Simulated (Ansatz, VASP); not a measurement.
# One calculation of Rb, two programs

```xyz
3
Lattice="7.4735 0.0000 0.0000 -3.7367 6.4722 0.0000 0.0000 0.0000 4.4667" Properties=species:S:1:pos:R:3 pbc="T T T"
Rb    3.7367    6.4722    0.0000
Rb    0.0000    4.3148    2.2333
Rb    3.7367    2.1574    2.2333
```

Alike in both runs: task single point; functional LDA; k mesh 6 × 6 × 8; occupations fermi-dirac, width 0.1 eV; no spin polarisation.

```csv
,VASP,Ansatz
version,VASP 6.6.1,Ansatz 0.2.0
potentials or method,"VASP PAW LDA potentials, release 64 (Rb_sv), cutoff 520 eV","plane waves (420 eV) with PAW, scalar-relativistic"
valence electrons in the cell,27,27
```

|  | VASP | Ansatz | Ansatz less VASP |
| --- | --- | --- | --- |
| pressure (GPa) | 0.3 | 0.3 | 0.00 |

Ansatz warns that its potentials were made for another functional, while VASP's fit it. LDA's correlation is that of Perdew and Zunger in VASP and of Perdew and Wang (1992) in Ansatz.
